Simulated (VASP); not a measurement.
# TiO2 (P4_2/mnm) in VASP: single point with LDA

Aim: the single point of TiO2 with LDA.

All numbers are computed with VASP 6.6.1; they aren't measurements. Logs are shortened: lines on timing, memory, paths and dates and some standing lists are left out, and cuts for length are marked.

## (1) The cell of the first run

The structure is tetragonal, space group P4_2/mnm (No. 136). The conventional cell has a = 4.457 Å, b = 4.457 Å, c = 2.959 Å, α = 90.00°, β = 90.00°, γ = 90.00°. Ti (site symmetry mmm) has 6 O at 1.91 to 1.93 Å within 2.5 Å. O (site symmetry m2m) has 3 Ti at 1.91 to 1.93 Å and 1 O at 2.47 Å within 2.5 Å.

## (2) Single point, LDA (in-plane strain -0.02, then relaxed in part)

File INCAR:

```
PREC     = Accurate       # precision mode
ENCUT    = 1340           # plane-wave cutoff, eV
EDIFF    = 1E-6           # SCF threshold, eV
ISMEAR   = 0              # smearing method
SIGMA    = 0.01           # smearing width, eV
LREAL    = False          # projectors in reciprocal space
LASPH    = True           # aspherical terms in the spheres
NELM     = 120            # most SCF steps
ALGO     = Normal         # electronic algorithm
ISIF     = 2              # what is computed and relaxed
LWAVE    = False          # write WAVECAR
LCHARG   = False          # write CHGCAR
NBANDS   = 33             # bands
GGA_COMPAT= False
```

File KPOINTS:

```
Automatic mesh
0
Gamma
  6 6 8
```

File POSCAR:

```
TiO2
1.0
    4.4571981513      0.0000000000      0.0000000000
    0.0000000000      4.4571981513      0.0000000000
    0.0000000000      0.0000000000      2.9592581506
Ti O
2 4
Direct
    0.0000000000      0.0000000000      0.0000000000
    0.5000000000      0.5000000000      0.5000000000
    0.3037121013      0.3037121013      0.0000000000
    0.1962878987      0.8037121013      0.5000000000
    0.6962878987      0.6962878987      0.0000000000
    0.8037121013      0.1962878987      0.5000000000
```

Potentials or basis: VASP PAW LDA potentials, release 64 (Ti_sv, O_h).

Started as:

```bash
$ cat potpaw_LDA.64/Ti_sv/POTCAR potpaw_LDA.64/O_h/POTCAR > POTCAR
$ mpirun -np 1 vasp_std > vasp.out
```

OUTCAR:

```text
PREC = Accurate
   ENCUT = 1340
   EDIFF = 1E-6
   ISMEAR = 0
   LREAL = False
   LASPH = True
   NELM = 120
   ISIF = 2

 ion  position               nearest neighbor table
   1  0.000  0.000  0.000-   3 1.91   5 1.91   4 1.93   6 1.93   4 1.93   6 1.93
   2  0.500  0.500  0.500-   4 1.91   6 1.91   5 1.93   3 1.93   3 1.93   5 1.93
   3  0.304  0.304  0.000-   1 1.91   2 1.93   2 1.93
   4  0.196  0.804  0.500-   2 1.91   1 1.93   1 1.93
   5  0.696  0.696  0.000-   1 1.91   2 1.93   2 1.93
   6  0.804  0.196  0.500-   2 1.91   1 1.93   1 1.93

  LATTYP: Found a simple tetragonal cell.
 ALAT       =     4.4571981513
 C/A-ratio  =     0.6639278870

  Lattice vectors:

 A1 = (   4.4571981513,   0.0000000000,   0.0000000000)
 A2 = (   0.0000000000,   4.4571981513,   0.0000000000)
 A3 = (   0.0000000000,   0.0000000000,   2.9592581506)

Analysis of symmetry for initial positions (statically):
=====================================================================
 Subroutine PRICEL returns:
 Original cell was already a primitive cell.

 Routine SETGRP: Setting up the symmetry group for a
 simple tetragonal supercell.

 Subroutine GETGRP returns: Found 16 space group operations
 (whereof  8 operations were pure point group operations)
 out of a pool of 16 trial point group operations.

The static configuration has the point symmetry D_2h.
 The point group associated with its full space group is D_4h.

Analysis of symmetry for dynamics (positions and initial velocities):
=====================================================================
 Subroutine PRICEL returns:
 Original cell was already a primitive cell.

 Routine SETGRP: Setting up the symmetry group for a
 simple tetragonal supercell.

 Subroutine GETGRP returns: Found 16 space group operations
 (whereof  8 operations were pure point group operations)
 out of a pool of 16 trial point group operations.

The dynamic configuration has the point symmetry D_2h.
 The point group associated with its full space group is D_4h.

 Subroutine INISYM returns: Found 16 space group operations
 (whereof  8 operations are pure point group operations),
 and found     1 'primitive' translations

----------------------------------------------------------------------------------------

                                     Primitive cell

  volume of cell :      58.7904

  direct lattice vectors                    reciprocal lattice vectors
     4.457198151  0.000000000  0.000000000     0.224356191  0.000000000  0.000000000
     0.000000000  4.457198151  0.000000000     0.000000000  0.224356191  0.000000000
     0.000000000  0.000000000  2.959258151     0.000000000  0.000000000  0.337922530

  length of vectors
     4.457198151  4.457198151  2.959258151     0.224356191  0.224356191  0.337922530

  position of ions in fractional coordinates (direct lattice)
     0.000000000  0.000000000  0.000000000
     0.500000000  0.500000000  0.500000000
     0.303712101  0.303712101  0.000000000
     0.196287899  0.803712101  0.500000000
     0.696287899  0.696287899  0.000000000
     0.803712101  0.196287899  0.500000000

  ion indices of the primitive-cell ions
   primitive index   ion index
                 1           1
                 2           2
                 3           3
                 4           4
                 5           5
                 6           6

----------------------------------------------------------------------------------------

 KPOINTS: Automatic mesh

Automatic generation of k-mesh.
 Grid dimensions read from file:
 generate k-points for:    6    6    8

 Generating k-lattice:

  Cartesian coordinates                     Fractional coordinates (reciprocal lattice)
     0.037392699  0.000000000  0.000000000     0.166666667  0.000000000  0.000000000
     0.000000000  0.037392699  0.000000000     0.000000000  0.166666667  0.000000000
     0.000000000  0.000000000  0.042240316     0.000000000  0.000000000  0.125000000

  Length of vectors
     0.037392699  0.037392699  0.042240316

  Shift w.r.t. Gamma in fractional coordinates (k-lattice)
     0.000000000  0.000000000  0.000000000

 Subroutine IBZKPT returns following result:
 ===========================================

 Found     50 irreducible k-points:

 Following reciprocal coordinates:
            Coordinates               Weight
  0.000000  0.000000  0.000000      1.000000
  0.166667  0.000000  0.000000      4.000000
  0.333333  0.000000  0.000000      4.000000
  0.500000  0.000000  0.000000      2.000000
  0.166667  0.166667  0.000000      4.000000
  0.333333  0.166667  0.000000      8.000000
[... 16 lines left out ...]
  0.333333  0.000000  0.250000      8.000000
  0.500000  0.000000  0.250000      4.000000
 [... further k-points ...]
   k-points           NKPTS =     50   k-points in BZ     NKDIM =     50   number of bands    NBANDS=     33
   number of dos      NEDOS =    301   number of ions     NIONS =      6
   total plane-waves  NPLWV = 104976
   dimension x,y,z NGX =    54 NGY =   54 NGZ =   36
   dimension x,y,z NGXF=   108 NGYF=  108 NGZF=   72
   ions per type =               2   4
   NGX,Y,Z   is equivalent  to a cutoff of  20.14, 20.14, 20.22 a.u.
   NGXF,Y,Z  is equivalent  to a cutoff of  40.28, 40.28, 40.45 a.u.
 SYSTEM =  unknown system
   PREC   = accura    normal or accurate (medium, high low for compatibility)
   ISTART =      0    job   : 0-new  1-cont  2-samecut
   ICHARG =      2    charge: 1-file 2-atom 10-const
   ISPIN  =      1    spin polarized calculation?
   LNONCOLLINEAR =      F non collinear calculations
   LSORBIT =      F    spin-orbit coupling
   LASPH  =      T    aspherical Exc in radial PAW
   ENCUT  = 1340.0 eV  98.49 Ry    9.92 a.u.  13.30 13.30  8.83*2*pi/ulx,y,z
   NELM   =    120;   NELMIN=  2; NELMDL= -5     # of ELM steps
   EDIFF  = 0.1E-05   stopping-criterion for ELM
   LREAL  =      F    real-space projection
   EDIFFG = 0.1E-04   stopping-criterion for IOM
   NSW    =      0    number of steps for IOM
   IBRION =     -1    ionic relax: 0-MD 1-quasi-New 2-CG
   NFREE  =      0    steps in history (QN), initial steepest desc. (CG)
   ISIF   =      2    stress and relaxation
   ISYM   =      2    0-nonsym 1-usesym 2-fastsym
   POTIM  = 0.5000    time-step for ionic-motion
   TEBEG  =    0.0;   TEEND  =   0.0 temperature during run
   PSTRESS=    0.0 pullay stress
   NELECT =      48.0000    total number of electrons
   NUPDOWN=      -1.0000    fix difference up-down
   EMIN   =  10.00;   EMAX   =-10.00  energy-range for DOS
   EFERMI =   0.00;   METHOD = LEGACY
   ISMEAR =     0;   SIGMA  =   0.01  broadening in eV -4-tet -1-fermi 0-gaus
   EFERMI_NEDOS =   21; number of points for ismear=-14 and -15
   IALGO  =     38    algorithm
   IMIX   =      4    mixing-type and parameters
     AMIX     =   0.40;   BMIX     =  1.00
     AMIX_MAG =   1.60;   BMIX_MAG =  1.00
  volume/ion in A,a.u.               =       9.80        66.12
  Fermi-wavevector in a.u.,A,eV,Ry     =   1.530099  2.891469 31.854020  2.341204
  Thomas-Fermi vector in A             =   2.637629
   LORBIT       =      0    0 simple, 1 ext, 2 COOP (PROOUT), +10 PAW based schemes
   GGA     = CA    functional components
   LHFCALC =     F    Hartree Fock is set to
   AEXX    =    0.0000 exact exchange contribution
   IVDW    =     0    specifies the selected vdW correction
   LEPSILON=     F    determine dielectric tensor
   LRPA    =     F    only Hartree local field effects (RPA)
 non-spin polarized calculation
 Gauss-broadening in eV      SIGMA  =   0.01
  energy-cutoff  :     1340.00
  volume of cell :       58.79
 maximum number of plane-waves:      6594
 NGX is ok and might be reduce to    54
   NGX = 27   NGY = 27   NGZ = 17

 number of electron      48.0000000 magnetization

 Free energy of the ion-electron system (eV)
  ---------------------------------------------------
  ext. energy  EPLUGINS =         0.00000000
  ---------------------------------------------------
  free energy    TOTEN  =       -58.74766310 eV

  energy without entropy =      -58.74766310  energy(sigma->0) =      -58.74766310

 E-fermi :   5.8928     XC(G=0): -12.3295

 val. band max:        5.8275295489   @ k =   0.0000   0.0000   0.0000
 cond. band min:       7.6714428745   @ k =   0.0000   0.0000   0.0000
 fundamental gap:      1.8439133256
 Fermi energy:         5.8928177851

 k-point     1 :       0.0000    0.0000    0.0000
  band No.  band energies     occupation
      1     -50.2694      2.00000
      2     -50.2424      2.00000
      3     -27.0447      2.00000
      4     -27.0447      2.00000
      5     -26.8273      2.00000
      6     -26.8273      2.00000
[... 25 lines left out ...]
     32      12.7957      0.00000
     33      12.7971      0.00000

 k-point     2 :       0.1667    0.0000    0.0000
  band No.  band energies     occupation
      1     -50.2675      2.00000
      2     -50.2442      2.00000
      3     -27.0321      2.00000
      4     -27.0305      2.00000
      5     -26.8436      2.00000
      6     -26.8419      2.00000
[... 25 lines left out ...]
     32      12.6756      0.00000
     33      12.7033      0.00000

 k-point     3 :       0.3333    0.0000    0.0000
  band No.  band energies     occupation
      1     -50.2626      2.00000
      2     -50.2491      2.00000
      3     -26.9966      2.00000
      4     -26.9918      2.00000
      5     -26.8861      2.00000
      6     -26.8812      2.00000
[... 25 lines left out ...]
     32      12.4339      0.00000
     33      12.4881      0.00000

 k-point     4 :       0.5000    0.0000    0.0000
  band No.  band energies     occupation
      1     -50.2558      2.00000
      2     -50.2558      2.00000
      3     -26.9523      2.00000
      4     -26.9523      2.00000
      5     -26.9275      2.00000
      6     -26.9275      2.00000
[... 673 lines left out ...]
     32      11.8740      0.00000
     33      12.1546      0.00000

 k-point    23 :       0.3333    0.0000    0.2500
  band No.  band energies     occupation
      1     -50.2381      2.00000
      2     -50.2286      2.00000
      3     -27.0682      2.00000
      4     -27.0478      2.00000
      5     -26.9302      2.00000
      6     -26.9164      2.00000
[... 25 lines left out ...]
     32      11.5088      0.00000
     33      12.3963      0.00000

 k-point    24 :       0.5000    0.0000    0.2500
  band No.  band energies     occupation
      1     -50.2333      2.00000
      2     -50.2333      2.00000
      3     -27.0638      2.00000
      4     -27.0638      2.00000
      5     -26.8936      2.00000
      6     -26.8936      2.00000
[... 25 lines left out ...]
     32      11.3275      0.00000
     33      12.9189      0.00000

 [... further k-points ...]

------------------------ aborting loop because EDIFF is reached ----------------------------------------

  FORCE on cell =-STRESS in cart. coord.  units (eV):
  Direction    XX          YY          ZZ          XY          YZ          ZX
  --------------------------------------------------------------------------------------
  -------------------------------------------------------------------------------------
  Total        3.4809937      3.4809937      0.4494038      0.0000000      0.0000000      0.0000000
  in kB       94.8652349     94.8652349     12.2473073      0.0000000      0.0000000      0.0000000
  external PRESSURE =      67.3259257 kB  Pullay stress =       0.0000000 kB

 VOLUME and BASIS-vectors are now :
 -----------------------------------------------------------------------------
  energy-cutoff  :     1340.00
  volume of cell :       58.79
      direct lattice vectors                 reciprocal lattice vectors
     4.457198151  0.000000000  0.000000000     0.224356191  0.000000000  0.000000000
     0.000000000  4.457198151  0.000000000     0.000000000  0.224356191  0.000000000
     0.000000000  0.000000000  2.959258151     0.000000000  0.000000000  0.337922530

 POSITION                                       TOTAL-FORCE (eV/Angst)
 -----------------------------------------------------------------------------------
      0.00000      0.00000      0.00000        -0.000000      0.000000      0.000000
      2.22860      2.22860      1.47963        -0.000000      0.000000      0.000000
      1.35371      1.35371      0.00000        -0.012278     -0.012278     -0.000000
      0.87489      3.58230      1.47963         0.012278     -0.012278      0.000000
      3.10349      3.10349      0.00000         0.012278      0.012278      0.000000
      3.58230      0.87489      1.47963        -0.012278      0.012278      0.000000
 -----------------------------------------------------------------------------------
    total drift:                               -0.000000      0.000000      0.000000

  FREE ENERGIE OF THE ION-ELECTRON SYSTEM (eV)
  ---------------------------------------------------
  free  energy   TOTEN  =       -58.7476630995 eV

  energy  without entropy=      -58.7476630995  energy(sigma->0) =      -58.74766310
```

Wall time 3.5 min (1 thread of Intel Xeon Platinum 8559C (Emerald Rapids), shared host); peak memory 0.46 GiB.

Results:

```
Free energy            : -58.7477 eV
Pressure               : 6.7 GPa
Largest force          : 0.017 eV/Å
Band gap on the k mesh : 1.84 eV
```

Forces on the atoms (eV/Å):
```
Ti   0.000  0.000  0.000
Ti   0.000  0.000  0.000
O   -0.012 -0.012  0.000
O    0.012 -0.012  0.000
O    0.012  0.012  0.000
O   -0.012  0.012  0.000
```

Caveat: the cell differs from its parent crystal (in-plane strain -0.02, then relaxed in part); the stress differs along the axes, from 1 to 9 GPa. A k mesh can miss the band edges.
